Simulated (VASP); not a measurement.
# GaSb3 (Pmmm) in VASP: further runs

The runs below take GaSb3 through relaxation of cell and atoms, with PBE.

Program: VASP 6.6.1. These are calculated values, not measurements. Logs are shortened: lines on timing, memory, paths and dates and some standing lists are left out, and cuts for length are marked.

## 1. The cell of the first run

The structure is orthorhombic, space group Pmmm (No. 47). The conventional cell has a = 3.073 Å, b = 3.174 Å, c = 11.403 Å, α = 90.00°, β = 90.00°, γ = 90.00°. Within 4.0 Å of Ga (site symmetry mmm) lie 4 Ga at 3.07 to 3.17 Å and 4 Sb at 3.32 Å. Sb (site symmetry mm2) has 6 Sb at 3.07 to 3.20 Å and 2 Ga at 3.32 Å within 4.0 Å. Within 4.0 Å of Sb (site symmetry mmm) lie 8 Sb at 3.07 to 3.20 Å.

The cell was built from a structure type or drawn by symmetry, and may not be a known phase.

## 2. Relaxation of cell and atoms, PBE

INCAR reads:

```
SYSTEM = GaSb3
ALGO = Normal
EDIFF = 1E-6
EDIFFG = -0.08
ENCUT = 600
GGA = PE
IBRION = 2
ISIF = 3
ISMEAR = 0
LASPH = .TRUE.
LCHARG = .FALSE.
LREAL = .FALSE.
LWAVE = .FALSE.
NELM = 80
NSW = 36
PREC = Accurate
SIGMA = 0.2
```

KPOINTS reads:

```
k-points
0
G
  6 6 2
  0 0 0
```

POSCAR reads:

```
GaSb3
1.0
    3.0732610200      0.0000000000      0.0000000000
    0.0000000000      3.1736581100      0.0000000000
    0.0000000000      0.0000000000     11.4033190600
Ga Sb
1 3
Direct
    0.0000000000      0.0000000000      0.0000000000
    0.0000000000      0.5000000000      0.2560429900
    0.0000000000      0.0000000000      0.5000000000
    0.0000000000      0.5000000000      0.7439570100
```

Potentials or basis: VASP PAW PBE potentials, release 64 (Ga_d, Sb).

Run with:

```bash
$ cat potpaw_PBE.64/Ga_d/POTCAR potpaw_PBE.64/Sb/POTCAR > POTCAR
$ mpirun -np 1 vasp_std > vasp.out
```

OUTCAR:

```text
SYSTEM = GaSb3
   EDIFF = 1E-6
   EDIFFG = -0.08
   ENCUT = 600
   GGA = PE
   IBRION = 2
   ISIF = 3
   ISMEAR = 0
   LASPH = .TRUE.
   LREAL = .FALSE.
   NELM = 80
   NSW = 36
   PREC = Accurate

 ion  position               nearest neighbor table
   1  0.000  0.000  0.000-   2 3.32   4 3.32   2 3.32   4 3.32
   2  0.000  0.500  0.256-   3 3.20   3 3.20   1 3.32   1 3.32
   3  0.000  0.000  0.500-   2 3.20   4 3.20   2 3.20   4 3.20
   4  0.000  0.500  0.744-   3 3.20   3 3.20   1 3.32   1 3.32

  LATTYP: Found a simple orthorhombic cell.
 ALAT       =     3.0732610200
 B/A-ratio  =     1.0326679346
 C/A-ratio  =     3.7104948085

  Lattice vectors:

 A1 = (   3.0732610200,   0.0000000000,   0.0000000000)
 A2 = (   0.0000000000,   3.1736581100,   0.0000000000)
 A3 = (   0.0000000000,   0.0000000000,  11.4033190600)

Analysis of symmetry for initial positions (statically):
=====================================================================
 Subroutine PRICEL returns:
 Original cell was already a primitive cell.

 Routine SETGRP: Setting up the symmetry group for a
 simple orthorhombic supercell.

 Subroutine GETGRP returns: Found  8 space group operations
 (whereof  8 operations were pure point group operations)
 out of a pool of  8 trial point group operations.

The static configuration has the point symmetry D_2h.

Analysis of symmetry for dynamics (positions and initial velocities):
=====================================================================
 Subroutine PRICEL returns:
 Original cell was already a primitive cell.

 Routine SETGRP: Setting up the symmetry group for a
 simple orthorhombic supercell.

 Subroutine GETGRP returns: Found  8 space group operations
 (whereof  8 operations were pure point group operations)
 out of a pool of  8 trial point group operations.

The dynamic configuration has the point symmetry D_2h.

 Subroutine INISYM returns: Found  8 space group operations
 (whereof  8 operations are pure point group operations),
 and found     1 'primitive' translations

----------------------------------------------------------------------------------------

                                     Primitive cell

  volume of cell :     111.2220

  direct lattice vectors                    reciprocal lattice vectors
     3.073261020  0.000000000  0.000000000     0.325387266  0.000000000  0.000000000
     0.000000000  3.173658110  0.000000000     0.000000000  0.315093802  0.000000000
     0.000000000  0.000000000 11.403319060     0.000000000  0.000000000  0.087693767

  length of vectors
[... 104 lines left out ...]
   IMIX   =      4    mixing-type and parameters
     AMIX     =   0.40;   BMIX     =  1.00
     AMIX_MAG =   1.60;   BMIX_MAG =  1.00
  volume/ion in A,a.u.               =      27.81       187.64
  Fermi-wavevector in a.u.,A,eV,Ry     =   1.033706  1.953422 14.538492  1.068549
  Thomas-Fermi vector in A             =   2.167966
   LORBIT       =      0    0 simple, 1 ext, 2 COOP (PROOUT), +10 PAW based schemes
   GGA     = PE    functional components
   LHFCALC =     F    Hartree Fock is set to
   AEXX    =    0.0000 exact exchange contribution
   IVDW    =     0    specifies the selected vdW correction
   LEPSILON=     F    determine dielectric tensor
   LRPA    =     F    only Hartree local field effects (RPA)
 conjugate gradient relaxation of ions
 non-spin polarized calculation
 Gauss-broadening in eV      SIGMA  =   0.20
  energy-cutoff  :      600.00
  volume of cell :      111.22
 maximum number of plane-waves:      3744
 NGX is ok and might be reduce to    28
   NGX = 13   NGY = 13   NGZ = 45

--------------------------------------- Ionic step        1  -------------------------------------------

 number of electron      28.0000007 magnetization

 Free energy of the ion-electron system (eV)
  ---------------------------------------------------
  ext. energy  EPLUGINS =         0.00000000
  ---------------------------------------------------
  free energy    TOTEN  =       -14.65752085 eV

  energy without entropy =      -14.61474861  energy(sigma->0) =      -14.63613473

------------------------ aborting loop because EDIFF is reached ----------------------------------------

  FORCE on cell =-STRESS in cart. coord.  units (eV):
  Direction    XX          YY          ZZ          XY          YZ          ZX
  --------------------------------------------------------------------------------------
  -------------------------------------------------------------------------------------
  Total       -1.8103273      2.5847888      0.6602113      0.0000000      0.0000000      0.0000000
  in kB      -26.0781518     37.2344364      9.5104851      0.0000000      0.0000000      0.0000000
  external PRESSURE =       6.8889232 kB  Pullay stress =       0.0000000 kB
[... 95 lines left out ...]
  FREE ENERGIE OF THE ION-ELECTRON SYSTEM (eV)
  ---------------------------------------------------
  free  energy   TOTEN  =       -14.7596222626 eV

  energy  without entropy=      -14.7211441737  energy(sigma->0) =      -14.74038322

 E-fermi :   7.3186     XC(G=0): -10.0571

 val. band max:        7.2431096812   @ k =   0.1667   0.1667   0.5000
 cond. band min:       7.3671382110   @ k =   0.3333   0.3333   0.5000
 fundamental gap:      0.1240285298
 Fermi energy:         7.3186082298

 k-point     1 :       0.0000    0.0000    0.0000
  band No.  band energies     occupation
      1      -7.6359      2.00000
      2      -7.5687      2.00000
      3      -7.5464      2.00000
      4      -7.4647      2.00000
      5      -7.4588      2.00000
      6      -5.2535      2.00000
[... 493 lines left out ...]
     17       9.1760      0.00000
     18      10.1098      0.00000

 [... further k-points ...]

[... ionic steps 4 to 10 ...]

--------------------------------------- Ionic step       11  -------------------------------------------

 number of electron      27.9999997 magnetization

------------------------ aborting loop because EDIFF is reached ----------------------------------------
[... 71 lines left out ...]
--------------------------------------- Ionic step       13  -------------------------------------------

 number of electron      28.0000002 magnetization

 Free energy of the ion-electron system (eV)
  ---------------------------------------------------
  ext. energy  EPLUGINS =         0.00000000
  ---------------------------------------------------
  free energy    TOTEN  =       -14.93218994 eV

  energy without entropy =      -14.90894896  energy(sigma->0) =      -14.92056945

 E-fermi :   6.7331     XC(G=0):  -9.8829

 val. band max:        6.7150108351   @ k =   0.1667   0.1667   0.5000
 cond. band min:       6.7646650243   @ k =   0.0000   0.5000   0.5000
 fundamental gap:      0.0496541892
 Fermi energy:         6.7331235024

 k-point     1 :       0.0000    0.0000    0.0000
  band No.  band energies     occupation
      1      -8.0767      2.00000
      2      -8.0147      2.00000
      3      -7.9799      2.00000
      4      -7.9052      2.00000
      5      -7.8991      2.00000
      6      -5.4544      2.00000
[... 526 lines left out ...]
  FREE ENERGIE OF THE ION-ELECTRON SYSTEM (eV)
  ---------------------------------------------------
  free  energy   TOTEN  =       -14.9321899425 eV

  energy  without entropy=      -14.9089489574  energy(sigma->0) =      -14.92056945

 reached required accuracy - stopping structural energy minimisation
```

OSZICAR:

```text
N       E                     dE             d eps       ncg     rms          rms(c)
DAV:   1     0.166583389031E+03    0.16658E+03   -0.12763E+04  1184   0.176E+03
DAV:   2     0.448403335920E+00   -0.16613E+03   -0.16265E+03  1368   0.346E+02
DAV:   3    -0.138892214033E+02   -0.14338E+02   -0.13458E+02  1380   0.905E+01
DAV:   4    -0.146374195131E+02   -0.74820E+00   -0.68330E+00  1450   0.175E+01
[... 106 lines left out ...]
DAV:   2    -0.149330465647E+02    0.14830E-02   -0.51076E-03  1454   0.836E-01    0.176E-01
DAV:   3    -0.149321950562E+02    0.85151E-03   -0.11527E-03  1704   0.342E-01    0.263E-02
DAV:   4    -0.149321906022E+02    0.44540E-05   -0.15711E-04  1228   0.920E-02    0.920E-03
DAV:   5    -0.149321900012E+02    0.60101E-06   -0.15359E-05  1444   0.351E-02    0.472E-03
DAV:   6    -0.149321899425E+02    0.58731E-07   -0.86080E-07   692   0.735E-03
  13 F= -.14932190E+02 E0= -.14920569E+02  d E =-.280771E-02
```

Run time: 13 min. Hardware: 1 thread of Intel Xeon 8259CL, shared host; peak memory 0.33 GiB.

Results:

```
Free energy                           : -14.9322 eV
Relaxed volume                        : 27.31 Å³/atom
Relaxed cell                          : a = 3.010 Å, b = 3.392 Å, c = 10.701 Å, α = 90.00°, β = 90.00°, γ = 90.00°
Space group after relaxing (to 0.1 Å) : Pmmm (No. 47)
Energy gained by relaxing             : 68.7 meV/atom
Ionic steps                           : 13
Pressure after relaxing               : -0.3 GPa
Largest force after relaxing          : 0.031 eV/Å
Band gap on the k mesh                : zero (bands 14 and 15 overlap by 4.38 eV)
```

Forces in eV/Å, atoms in the order of the input:
```
Ga   0.000  0.000  0.000
Sb   0.000  0.000  0.031
Sb   0.000  0.000  0.000
Sb   0.000  0.000 -0.031
```

Step by step:
| step | energy change (eV) | largest force (eV/Å) | pressure (GPa) | volume (Å³) |
| --- | --- | --- | --- | --- |
| 1 | 0.0000 | 0.6362 | 0.69 | 111.22 |
| 2 | -0.1016 | 0.4276 | -0.34 | 113.08 |
| 3 | -0.1021 | 0.4125 | -0.39 | 113.19 |
| 4 | -0.1348 | 0.3927 | -0.33 | 112.42 |
| 5 | -0.2157 | 0.3719 | 0.00 | 110.02 |
| 6 | -0.1876 | 0.0562 | 2.16 | 104.85 |
| 7 | -0.2443 | 0.2866 | 0.61 | 107.96 |
| 8 | -0.2639 | 0.1649 | 0.33 | 108.31 |
| 9 | -0.2671 | 0.0965 | 0.20 | 108.51 |
| 10 | -0.2702 | 0.0673 | -0.05 | 108.93 |
| 11 | -0.2719 | 0.0154 | -0.44 | 109.63 |
| 12 | -0.2738 | 0.0072 | -0.34 | 109.44 |
| 13 | -0.2747 | 0.0311 | -0.25 | 109.25 |

Final structure:
```
Ga Sb
1.0
     3.01002    0.00000    0.00000
     0.00000    3.39195    0.00000
     0.00000    0.00000   10.70079
Ga Sb
1 3
Direct
  0.00000 0.00000 0.00000
  0.00000 0.50000 0.23104
  0.00000 0.00000 0.50000
  0.00000 0.50000 0.76896
```

Caveat: spin-orbit coupling is left out, which moves the levels of the heavy elements.

## 3. Relaxation of cell and atoms, PBE

This run uses another cell than the first one, of 27.13 Å³/atom.

INCAR reads:

```
SYSTEM = GaSb3
PREC = Accurate
ENCUT = 600
EDIFF = 1E-6
ISMEAR = 0
SIGMA = 0.1
LREAL = .False.
LASPH = .True.
NELM = 60
ALGO = Normal
ISIF = 3
LWAVE = .False.
LCHARG = .False.
GGA = PE
IBRION = 2
NSW = 100
EDIFFG = -0.01
```

KPOINTS reads:

```
regular mesh
0
Gamma
  12 10 4
  0 0 0
```

POSCAR reads:

```
GaSb3
1.0
    3.0044393637      0.0000000000      0.0000000000
    0.0000000000      3.3640752304      0.0000000000
    0.0000000000      0.0000000000     10.7387618526
Ga Sb
1 3
Direct
    0.0000000000      0.0000000000      0.0000000000
    0.0000000000      0.5000000000      0.2315210009
    0.0000000000      0.0000000000      0.5000000000
    0.0000000000      0.5000000000      0.7684789991
```

Potentials or basis: VASP PAW PBE potentials, release 64 (Ga_d, Sb).

Run with:

```bash
$ cat potpaw_PBE.64/Ga_d/POTCAR potpaw_PBE.64/Sb/POTCAR > POTCAR
$ mpirun -np 1 vasp_std > vasp.out
```

Run time: 50 min. Hardware: 1 thread of Intel Xeon 8259CL, shared host; peak memory 0.5 GiB.

Results (log left out):

```yaml
Free_energy: -14.7433 eV
Relaxed_volume: 27.15 Å³/atom
Relaxed_cell: a = 3.030 Å, b = 3.194 Å, c = 11.221 Å, α = 90.00°, β = 90.00°, γ = 90.00°
Space_group_after_relaxing_to_0.1_Å: Pmmm (No. 47)
Energy_gained_by_relaxing: 11.5 meV/atom
Ionic_steps: 24
Pressure_after_relaxing: 0.0 GPa
Band_gap_on_the_k_mesh: zero (bands 14 and 15 overlap by 4.90 eV)
```

Stress tensor (GPa, compression positive):
```
 0.03  0.00  0.00
 0.00 -0.05  0.00
 0.00  0.00 -0.05
```

Step by step:
```
step  energy change (eV)  largest force (eV/Å)  pressure (GPa)  volume (Å³)
   1              0.0000                0.0906           -0.11       108.54
   2             -0.0175                0.0610            0.03       108.22
   3             -0.0177                0.0603            0.05       108.18
   4             -0.0252                0.0531            0.04       108.22
   5             -0.0330                0.0484            0.08       108.27
   6             -0.0250                0.0274            0.29       108.20
   7             -0.0344                0.0417            0.11       108.27
   8             -0.0426                0.0390           -0.01       108.49
   9             -0.0448                0.0418           -0.07       108.62
  10             -0.0450                0.0442           -0.09       108.66
  11             -0.0450                0.0448           -0.10       108.66
  12             -0.0452                0.0413            0.02       108.48
  13             -0.0453                0.0396            0.06       108.38
  14             -0.0453                0.0360            0.17       108.19
  15             -0.0453                0.0378            0.09       108.29
  16             -0.0456                0.0306            0.03       108.39
  17             -0.0457                0.0247            0.00       108.47
  18             -0.0457                0.0127           -0.04       108.62
  19             -0.0458                0.0188            0.01       108.54
  20             -0.0460                0.0117           -0.07       108.68
  21             -0.0460                0.0084           -0.11       108.74
  22             -0.0460                0.0015            0.03       108.51
  23             -0.0461                0.0022           -0.03       108.60
  24             -0.0461                0.0018           -0.02       108.59
```

Final structure:
```
CELL_PARAMETERS angstrom
3.03006 0.00000 0.00000
0.00000 3.19383 0.00000
0.00000 0.00000 11.22074
ATOMIC_POSITIONS crystal
Ga 0.00000 0.00000 0.00000
Sb 0.00000 0.50000 0.23611
Sb 0.00000 0.00000 0.50000
Sb 0.00000 0.50000 0.76389
```

Levels at points of the mesh, in eV from the Fermi level:
| k point | band 11 | band 12 | band 13 | band 14 | band 15 | band 16 | band 17 | band 18 |
| --- | --- | --- | --- | --- | --- | --- | --- | --- |
| (0.00, 0.00, 0.00) | -0.46 | -0.28 | 2.24 | 3.12 | 3.75 | 3.88 | 4.70 | 5.30 |
| (0.50, 0.00, 0.00) | -4.30 | -4.27 | -2.92 | -1.27 | 2.14 | 2.19 | 2.64 | 4.46 |
| (0.00, 0.50, 0.00) | -5.23 | -3.12 | -2.50 | -1.61 | -1.24 | 2.50 | 2.96 | 5.93 |
| (0.50, 0.50, 0.00) | -3.23 | -3.16 | -3.08 | -2.96 | -0.44 | -0.09 | -0.08 | 0.69 |
| (0.00, 0.00, 0.50) | -3.34 | 2.34 | 2.38 | 2.83 | 3.96 | 4.04 | 4.26 | 4.45 |
| (0.50, 0.00, 0.50) | -4.93 | -4.06 | -1.46 | -0.97 | -0.94 | 3.61 | 4.24 | 4.56 |
| (0.00, 0.50, 0.50) | -4.89 | -3.94 | -3.30 | -0.22 | -0.21 | 1.19 | 1.74 | 6.43 |
| (0.50, 0.50, 0.50) | -3.12 | -3.11 | -2.75 | -2.61 | -1.26 | -0.96 | -0.11 | 2.02 |

Caveat: spin-orbit coupling is left out, which moves the levels of the heavy elements.
